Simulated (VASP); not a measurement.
# In2O3 (R-3c) in VASP: settings compared

In2O3 is run at these levels: r2SCAN+rVV10, LDA, r2SCAN; tasks: single point, relaxation of cell and atoms.

Program: VASP 6.6.1. These are calculated values, not measurements. Logs are shortened: lines on timing, memory, paths and dates and some standing lists are left out, and cuts for length are marked.

## (1) The cell of the first run

Symmetry: R-3c, No. 167, trigonal system. Conventional cell: a = 5.498 Å, b = 5.498 Å, c = 14.483 Å, α = 90.00°, β = 90.00°, γ = 120.00°. Within 2.8 Å of In (site symmetry 3) lie 6 O at 2.12 to 2.25 Å. O (site symmetry 2) has 4 In at 2.12 to 2.25 Å and 8 O at 2.82 to 3.10 Å within 3.1 Å.

## (2) Single point, r2SCAN+rVV10

Contents of POSCAR:

```
In2O3
1.0
    2.7491653368      1.5872313472      4.8276862553
   -2.7491653368      1.5872313472      4.8276862553
    0.0000000000     -3.1744626944      4.8276862553
In O
4 6
Direct
    0.8574308691      0.8574308691      0.8574308691
    0.6425691309      0.6425691309      0.6425691309
    0.1425691309      0.1425691309      0.1425691309
    0.3574308691      0.3574308691      0.3574308691
    0.0463547939      0.7500000000      0.4536452061
    0.7500000000      0.4536452061      0.0463547939
    0.4536452061      0.0463547939      0.7500000000
    0.9536452061      0.2500000000      0.5463547939
    0.2500000000      0.5463547939      0.9536452061
    0.5463547939      0.9536452061      0.2500000000
```

Contents of INCAR.step1:

```
PREC = Accurate
ENCUT = 520
ISMEAR = -1
SIGMA = 0.05
LREAL = F
LASPH = T
NELM = 100
NBANDS = 55
GGA = PE
ALGO = Normal
EDIFF = 1E-4
LWAVE = T
LCHARG = F
```

Contents of INCAR.step2:

```
PREC = Accurate
ENCUT = 520
EDIFF = 1E-6
ISMEAR = -1
SIGMA = 0.05
LREAL = F
LASPH = T
NELM = 100
ALGO = Normal
ISIF = 2
LWAVE = F
LCHARG = F
METAGGA = R2SCAN
LMIXTAU = T
LUSE_VDW = T
IVDW_NL = 2
BPARAM = 11.95
CPARAM = 0.0093
NBANDS = 55
ISTART = 1
```

Contents of KPOINTS:

```
Automatic mesh
0
Gamma
  6 6 6
```

Potentials or basis: VASP PAW PBE potentials, release 64 (In_d, O).

Run with:

```
cat potpaw_PBE.64/In_d/POTCAR potpaw_PBE.64/O/POTCAR > POTCAR
cp INCAR.step1 INCAR
mpirun -np 1 vasp_std > vasp.out
cp INCAR.step2 INCAR
mpirun -np 1 vasp_std > vasp.out
```

OUTCAR:

```text
PREC = Accurate
   ENCUT = 520
   EDIFF = 1E-6
   ISMEAR = -1
   LREAL = F
   LASPH = T
   NELM = 100
   ISIF = 2
   METAGGA = R2SCAN
   IVDW_NL = 2
   BPARAM = 11.95
   ISTART = 1

 ion  position               nearest neighbor table
   1  0.857  0.857  0.857-   8 2.12  10 2.12   9 2.12   6 2.25   5 2.25   7 2.25   2 3.11   3 3.25
                             3 3.25   3 3.25   2 3.61   2 3.61   2 3.61   4 3.99   4 3.99   4 3.99
   2  0.643  0.643  0.643-   9 2.12  10 2.12   8 2.12   6 2.25   5 2.25   7 2.25   1 3.11   4 3.25
                             4 3.25   4 3.25   1 3.61   1 3.61   1 3.61   3 3.99   3 3.99   3 3.99
   3  0.143  0.143  0.143-   5 2.12   7 2.12   6 2.12   8 2.25   9 2.25  10 2.25   4 3.11   1 3.25
                             1 3.25   1 3.25   4 3.61   4 3.61   4 3.61   2 3.99   2 3.99   2 3.99
   4  0.357  0.357  0.357-   6 2.12   7 2.12   5 2.12   8 2.25   9 2.25  10 2.25   3 3.11   2 3.25
                             2 3.25   2 3.25   3 3.61   3 3.61   3 3.61   1 3.99   1 3.99   1 3.99
   5  0.046  0.750  0.454-   3 2.12   4 2.12   1 2.25   2 2.25
   6  0.750  0.454  0.046-   4 2.12   3 2.12   1 2.25   2 2.25
   7  0.454  0.046  0.750-   3 2.12   4 2.12   1 2.25   2 2.25
   8  0.954  0.250  0.546-   1 2.12   2 2.12   3 2.25   4 2.25
   9  0.250  0.546  0.954-   2 2.12   1 2.12   3 2.25   4 2.25
  10  0.546  0.954  0.250-   1 2.12   2 2.12   3 2.25   4 2.25

  LATTYP: Found a trigonal (rhomboedric) cell.
 ALAT       =     5.7778688094
 COS(alpha) =     0.5472104854

  Lattice vectors:

 A1 = (   2.7491653368,   1.5872313472,   4.8276862553)
 A2 = (  -2.7491653368,   1.5872313472,   4.8276862553)
 A3 = (   0.0000000000,  -3.1744626944,   4.8276862553)

Analysis of symmetry for initial positions (statically):
=====================================================================
 Subroutine PRICEL returns:
 Original cell was already a primitive cell.

 Routine SETGRP: Setting up the symmetry group for a
 trigonal (rhombohedral) supercell.

 Subroutine GETGRP returns: Found 12 space group operations
 (whereof  6 operations were pure point group operations)
 out of a pool of 12 trial point group operations.

The static configuration has the point symmetry S_6 .
 The point group associated with its full space group is D_3d.

Analysis of symmetry for dynamics (positions and initial velocities):
=====================================================================
 Subroutine PRICEL returns:
 Original cell was already a primitive cell.

 Routine SETGRP: Setting up the symmetry group for a
 trigonal (rhombohedral) supercell.

 Subroutine GETGRP returns: Found 12 space group operations
 (whereof  6 operations were pure point group operations)
 out of a pool of 12 trial point group operations.

The dynamic configuration has the point symmetry S_6 .
 The point group associated with its full space group is D_3d.

 Subroutine INISYM returns: Found 12 space group operations
 (whereof  6 operations are pure point group operations),
 and found     1 'primitive' translations

----------------------------------------------------------------------------------------

                                     Primitive cell

  volume of cell :     126.3954

  direct lattice vectors                    reciprocal lattice vectors
     2.749165337  1.587231347  4.827686255     0.181873383  0.105004647  0.069046188
    -2.749165337  1.587231347  4.827686255    -0.181873383  0.105004647  0.069046188
     0.000000000 -3.174462694  4.827686255     0.000000000 -0.210009293  0.069046188

  length of vectors
     5.777868809  5.777868809  5.777868809     0.221068495  0.221068495  0.221068495

  position of ions in fractional coordinates (direct lattice)
     0.857430869  0.857430869  0.857430869
     0.642569131  0.642569131  0.642569131
     0.142569131  0.142569131  0.142569131
     0.357430869  0.357430869  0.357430869
     0.046354794  0.750000000  0.453645206
     0.750000000  0.453645206  0.046354794
     0.453645206  0.046354794  0.750000000
     0.953645206  0.250000000  0.546354794
     0.250000000  0.546354794  0.953645206
     0.546354794  0.953645206  0.250000000

  ion indices of the primitive-cell ions
   primitive index   ion index
                 1           1
                 2           2
                 3           3
                 4           4
                 5           5
                 6           6
                 7           7
                 8           8
                 9           9
                10          10

----------------------------------------------------------------------------------------

 KPOINTS: Automatic mesh

Automatic generation of k-mesh.
 Grid dimensions read from file:
 generate k-points for:    6    6    6

 Generating k-lattice:

  Cartesian coordinates                     Fractional coordinates (reciprocal lattice)
     0.030312230  0.017500774  0.011507698     0.166666667 -0.000000000  0.000000000
    -0.030312230  0.017500774  0.011507698    -0.000000000  0.166666667  0.000000000
     0.000000000 -0.035001549  0.011507698     0.000000000  0.000000000  0.166666667

  Length of vectors
     0.036844749  0.036844749  0.036844749

  Shift w.r.t. Gamma in fractional coordinates (k-lattice)
     0.000000000  0.000000000  0.000000000

 Subroutine IBZKPT returns following result:
 ===========================================

 Found     32 irreducible k-points:

 Following reciprocal coordinates:
            Coordinates               Weight
  0.000000  0.000000  0.000000      1.000000
  0.166667 -0.000000 -0.000000      6.000000
  0.333333 -0.000000  0.000000      6.000000
  0.500000 -0.000000  0.000000      3.000000
  0.166667  0.166667  0.000000      6.000000
  0.333333  0.166667  0.000000     12.000000
[... 16 lines left out ...]
  0.500000  0.500000  0.166667      6.000000
 -0.333333  0.500000  0.166667     12.000000
 [... further k-points ...]
   k-points           NKPTS =     32   k-points in BZ     NKDIM =     32   number of bands    NBANDS=     55
   number of dos      NEDOS =    301   number of ions     NIONS =     10
   total plane-waves  NPLWV = 110592
   dimension x,y,z NGX =    48 NGY =   48 NGZ =   48
   dimension x,y,z NGXF=    96 NGYF=   96 NGZF=   96
   ions per type =               4   6
   NGX,Y,Z   is equivalent  to a cutoff of  13.81, 13.81, 13.81 a.u.
   NGXF,Y,Z  is equivalent  to a cutoff of  27.62, 27.62, 27.62 a.u.
 SYSTEM =  unknown system
   PREC   = accura    normal or accurate (medium, high low for compatibility)
   ISTART =      1    job   : 0-new  1-cont  2-samecut
   ICHARG =      0    charge: 1-file 2-atom 10-const
   ISPIN  =      1    spin polarized calculation?
   LNONCOLLINEAR =      F non collinear calculations
   LSORBIT =      F    spin-orbit coupling
   LASPH  =      T    aspherical Exc in radial PAW
   ENCUT  =  520.0 eV  38.22 Ry    6.18 a.u.  10.74 10.74 10.74*2*pi/ulx,y,z
   NELM   =    100;   NELMIN=  2; NELMDL=  0     # of ELM steps
   EDIFF  = 0.1E-05   stopping-criterion for ELM
   LREAL  =      F    real-space projection
[... 7 lines left out ...]
   TEBEG  =    0.0;   TEEND  =   0.0 temperature during run
   PSTRESS=    0.0 pullay stress
   NELECT =      88.0000    total number of electrons
   NUPDOWN=      -1.0000    fix difference up-down
   EMIN   =  10.00;   EMAX   =-10.00  energy-range for DOS
   EFERMI =   0.00;   METHOD = LEGACY
   ISMEAR =    -1;   SIGMA  =   0.05  broadening in eV -4-tet -1-fermi 0-gaus
   EFERMI_NEDOS =   21; number of points for ismear=-14 and -15
   IALGO  =     38    algorithm
   IMIX   =      4    mixing-type and parameters
     AMIX     =   0.40;   BMIX     =  1.00
     AMIX_MAG =   1.60;   BMIX_MAG =  1.00
  volume/ion in A,a.u.               =      12.64        85.30
  Fermi-wavevector in a.u.,A,eV,Ry     =   1.450971  2.741937 28.644557  2.105316
  Thomas-Fermi vector in A             =   2.568521
   LORBIT       =      0    0 simple, 1 ext, 2 COOP (PROOUT), +10 PAW based schemes
   METAGGA = R2SCAN    functional components
   LHFCALC =     F    Hartree Fock is set to
   AEXX    =    0.0000 exact exchange contribution
   IVDW_NL    =     2    kernel type
   BPARAM     =11.9500
   IVDW    =     0    specifies the selected vdW correction
   LEPSILON=     F    determine dielectric tensor
   LRPA    =     F    only Hartree local field effects (RPA)
 non-spin polarized calculation
  energy-cutoff  :      520.00
  volume of cell :      126.40
 maximum number of plane-waves:      3432
 NGX is ok and might be reduce to    48
   NGX = 21   NGY = 21   NGZ = 21

 number of electron      88.0000007 magnetization

 Free energy of the ion-electron system (eV)
  ---------------------------------------------------
  ext. energy  EPLUGINS =         0.00000000
  ---------------------------------------------------
  free energy    TOTEN  =      -142.10472212 eV

  energy without entropy =     -142.10472212  energy(sigma->0) =     -142.10472212

 E-fermi :   6.2220     XC(G=0): -11.9907

 val. band max:        5.2054360919   @ k =   0.3333  -0.0000   0.0000
 cond. band min:       7.0315192214   @ k =   0.0000   0.0000   0.0000
 fundamental gap:      1.8260831296
 Fermi energy:         6.2219538796

 k-point     1 :       0.0000    0.0000    0.0000
  band No.  band energies     occupation
      1     -13.3548      2.00000
      2     -12.4677      2.00000
      3     -12.4677      2.00000
      4     -12.2741      2.00000
      5     -12.2741      2.00000
      6     -12.1892      2.00000
[... 47 lines left out ...]
     54      15.8518      0.00000
     55      16.4683      0.00000

 k-point     2 :       0.1667   -0.0000   -0.0000
  band No.  band energies     occupation
      1     -13.2802      2.00000
      2     -12.4601      2.00000
      3     -12.4534      2.00000
      4     -12.3439      2.00000
      5     -12.2896      2.00000
      6     -12.2106      2.00000
[... 1268 lines left out ...]
 k-point    24 :      -0.3333    0.5000    0.1667
  band No.  band energies     occupation
      1     -12.8523      2.00000
      2     -12.7045      2.00000
      3     -12.4829      2.00000
      4     -12.4214      2.00000
      5     -12.3243      2.00000
      6     -12.2366      2.00000
[... 47 lines left out ...]
     54      16.5460      0.00000
     55      17.3036      0.00000

 [... further k-points ...]

------------------------ aborting loop because EDIFF is reached ----------------------------------------

  FORCE on cell =-STRESS in cart. coord.  units (eV):
  Direction    XX          YY          ZZ          XY          YZ          ZX
  --------------------------------------------------------------------------------------
  -------------------------------------------------------------------------------------
  Total        1.0377812      1.0377812      0.9429144      0.0000000      0.0000000      0.0000000
  in kB       13.1548223     13.1548223     11.9522996      0.0000000      0.0000000      0.0000000
  external PRESSURE =      12.7539814 kB  Pullay stress =       0.0000000 kB

 VOLUME and BASIS-vectors are now :
 -----------------------------------------------------------------------------
  energy-cutoff  :      520.00
  volume of cell :      126.40
      direct lattice vectors                 reciprocal lattice vectors
     2.749165337  1.587231347  4.827686255     0.181873383  0.105004647  0.069046188
    -2.749165337  1.587231347  4.827686255    -0.181873383  0.105004647  0.069046188
     0.000000000 -3.174462694  4.827686255     0.000000000 -0.210009293  0.069046188

 POSITION                                       TOTAL-FORCE (eV/Angst)
 -----------------------------------------------------------------------------------
      0.00000      0.00000     12.41822         0.000000     -0.000000      0.021867
      0.00000      0.00000      9.30637         0.000000      0.000000     -0.021867
      0.00000      0.00000      2.06484         0.000000      0.000000     -0.021867
      0.00000      0.00000      5.17669         0.000000     -0.000000      0.021867
     -1.93444     -0.17608      6.03461         0.000922      0.001596      0.000000
      0.81473      1.76331      6.03461         0.000922     -0.001596      0.000000
      1.11971     -1.58723      6.03461        -0.001843     -0.000000      0.000000
      1.93444      0.17608      8.44845        -0.000922     -0.001596      0.000000
     -0.81473     -1.76331      8.44845        -0.000922      0.001596      0.000000
     -1.11971      1.58723      8.44845         0.001843     -0.000000      0.000000
 -----------------------------------------------------------------------------------
    total drift:                                0.000000      0.000000      0.000000

  FREE ENERGIE OF THE ION-ELECTRON SYSTEM (eV)
  ---------------------------------------------------
  free  energy   TOTEN  =      -142.1047221237 eV

  energy  without entropy=     -142.1047221220  energy(sigma->0) =     -142.10472212
```

It took 17 min on 1 thread of Intel Xeon 6975P-C (Granite Rapids), shared host; peak memory 0.84 GiB.

What came out:

- Free energy: -142.1047 eV
- Pressure: 1.3 GPa
- Largest force: 0.022 eV/Å
- Band gap on the k mesh: 1.83 eV (least direct gap 1.86 eV)

Forces on the atoms (eV/Å):
```
In   0.000  0.000  0.022
In   0.000  0.000 -0.022
In   0.000  0.000 -0.022
In   0.000  0.000  0.022
O    0.001  0.002  0.000
O    0.001 -0.002  0.000
O   -0.002  0.000  0.000
O   -0.001 -0.002  0.000
O   -0.001  0.002  0.000
O    0.002  0.000  0.000
```

Caveat: the PAW data sets were made with another functional, which shifts forces and pressure a little; spin-orbit coupling is left out, which moves the levels of the heavy elements. r2SCAN opens gaps a little over a GGA but as a rule still falls short of measured ones.

[end of part 1 of 2]
